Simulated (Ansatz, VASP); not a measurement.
TaN: VASP beside Ansatz

POSCAR

```
TaN
1.0
    5.2593104652      0.0000000000      0.0000000000
   -2.6296552326      4.5546965999      0.0000000000
    0.0000000000      0.0000000000      2.9462675463
Ta N
3 3
Direct
    0.0000000000      0.0000000000      0.0000000000
    0.3333333333      0.6666666667      0.5000000000
    0.6666666667      0.3333333333      0.5000000000
    0.5000000000      0.0000000000      0.0000000000
    0.5000000000      0.5000000000      0.0000000000
    0.0000000000      0.5000000000      0.0000000000
```

The input INCAR.step1:

```
SYSTEM = TaN
  PREC = Accurate
  ENCUT = 520
  ISMEAR = -1
  SIGMA = 0.05
  LREAL = .FALSE.
  LASPH = .TRUE.
  NELM = 100
  NBANDS = 33
  GGA = PE
  ALGO = Normal
  EDIFF = 1E-4
  LWAVE = .TRUE.
  LCHARG = .FALSE.
```

The input INCAR.step2:

```
SYSTEM = TaN
  PREC = Accurate
  ENCUT = 520
  EDIFF = 1E-6
  ISMEAR = -1
  SIGMA = 0.05
  LREAL = .FALSE.
  LASPH = .TRUE.
  NELM = 100
  ALGO = Normal
  ISIF = 2
  LWAVE = .FALSE.
  LCHARG = .FALSE.
  METAGGA = R2SCAN
  LMIXTAU = .TRUE.
  IVDW = 13
  VDW_S6 = 1.0
  VDW_S8 = 0.6018749
  VDW_A1 = 0.51559235
  VDW_A2 = 5.77342911
  NBANDS = 33
  ISTART = 1
```

KPOINTS

```
regular mesh
0
G
  5 5 8
  0 0 0
```

Input for Ansatz:

```yaml
crystal:
  lattice:
    - [5.25931046523054, 0.0, 0.0]
    - [-2.62965523261527, 4.554696599930952, 0.0]
    - [0.0, 0.0, 2.946267546309075]
  atoms:
    - { symbol: Ta, position: [0.0, 0.0, 0.0] }
    - { symbol: Ta, position: [0.3333333333333333, 0.6666666666666666, 0.5] }
    - { symbol: Ta, position: [0.6666666666666666, 0.3333333333333333, 0.5] }
    - { symbol: "N", position: [0.5, 0.0, 0.0] }
    - { symbol: "N", position: [0.5, 0.5, 0.0] }
    - { symbol: "N", position: [0.0, 0.5, 0.0] }
basis:
  ecutwfc: 600.0
kpoints:
  mp_grid:
    grid: [5, 5, 8]
hamiltonian:
  xc: r2scan
  dispersion: d4
scf:
  occupations:
    method: fermi_dirac
    width: 0.05
output:
  stress: true
```

Alike in both runs: task single point; functional r2SCAN; dispersion D4; k mesh 5 × 5 × 8; occupations fermi-dirac, width 0.05 eV; no spin polarisation.

|  | VASP | Ansatz |
| --- | --- | --- |
| version | VASP 6.6.1 | Ansatz 0.2.0 |
| potentials or method | VASP PAW PBE potentials, release 64 (Ta_pv, N), cutoff 520 eV | plane waves, PAW |
| valence electrons in the cell | 48 | 54 |

|  | VASP | Ansatz | Ansatz less VASP |
| --- | --- | --- | --- |
| pressure (GPa) | -7.4 | -8.9 | -1.50 |
| traceless stress, the component that is largest in VASP (GPa) | -3.99 | -4.19 | -0.193 |

VASP's potentials were made for PBE, not for r2SCAN. VASP's potentials hold 48 valence electrons a cell and Ansatz's 54, so a difference there can come from the potentials and not from the codes.

Neither program's run includes spin-orbit coupling.
